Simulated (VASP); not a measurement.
Set up this calculation in VASP 6.6.1, as the native input.

* Task: single point
* Functional: PBE
* Potentials or basis: VASP PAW PBE potentials, release 64 (Li_sv, F)
* Cutoff: 520 eV
* k mesh: 10 × 10 × 10
* Occupations: gaussian, width 0.05 eV
* Spin: no spin polarisation
* Dipole correction: no
* Further INCAR settings: ALGO = Normal; EDIFF = 1e-06; NBANDS = 12

The structure of LiF lies in POSCAR:

```
LiF
1.0
    0.0000000000      2.0643500000      2.1147000000
    2.0643500000      0.0000000000      2.1147000000
    2.0643500000      2.0643500000      0.0000000000
Li F
1 1
Direct
    0.0000000000      0.0000000000      0.0000000000
    0.5000000000      0.5000000000      0.5000000000
```

This cell differs from its parent crystal: strain +0.025 along x and y, +0.050 along z.

The input as run:

INCAR

```
ALGO = Normal ; EDIFF = 1E-6
ENCUT = 520 ; GGA = PE
ISIF = 2 ; ISMEAR = 0
LASPH = T ; LCHARG = F
LREAL = F ; LWAVE = F
NBANDS = 12 ; NELM = 100
PREC = Accurate ; SIGMA = 0.05
```

KPOINTS

```
k-points
0
Gamma
  10 10 10
```

Potentials or basis: VASP PAW PBE potentials, release 64 (Li_sv, F).

The run is started by

```console
$ cat potpaw_PBE.64/Li_sv/POTCAR potpaw_PBE.64/F/POTCAR > POTCAR
$ mpirun -np 1 vasp_std > vasp.out
```

It gave:

```yaml
Band_gap_on_the_k_mesh: 8.23 eV, direct
```

Caveat: the cell differs from its parent crystal (strain +0.025 along x and y, +0.050 along z).

It took 6.6 s on 1 thread of Intel(R) Xeon(R) 6975P-C (Granite Rapids), with other jobs on the host, peak memory 0.14 GiB.
